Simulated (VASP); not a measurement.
Crystal: Ni.

```
Ni
1.0
     0.00000    1.71409    1.71409
     1.71409    0.00000    1.71409
     1.71409    1.71409    0.00000
Ni
1
Direct
  0.00000 0.00000 0.00000
```

This cell differs from its parent crystal: volume scaled by 0.96.

Base run:

```yaml
Program: VASP 6.6.1
Functional: PBEsol
Potentials_or_basis: VASP PAW PBE potentials, release 64 (Ni)
Cutoff: 520 eV
k_mesh: 13 × 13 × 13
Occupations: fermi-dirac, width 0.05 eV
Spin: collinear spin, ferromagnetic start
Starting_moments: "[1.0] μB"
```

Its results: pressure 7.4 GPa; net moment 0.62 μB per cell; site moments Ni +0.62 μB.

**Question.** After a change of settings the same cell gave: pressure 18.5 GPa; net moment 0.62 μB per cell; site moments Ni +0.62 μB. Which change was it?
A. functional from PBEsol to PBE
B. functional from PBEsol to LDA; potentials or basis from VASP PAW PBE potentials, release 64 (Ni) to VASP PAW LDA potentials, release 64 (Ni)
C. functional from PBEsol to r2SCAN

**Answer.** A.

PBE binds less tightly than PBEsol, so the same cell stands under more pressure.

Caveats: the PAW data sets were made with another functional, which shifts forces and pressure a little (some runs).
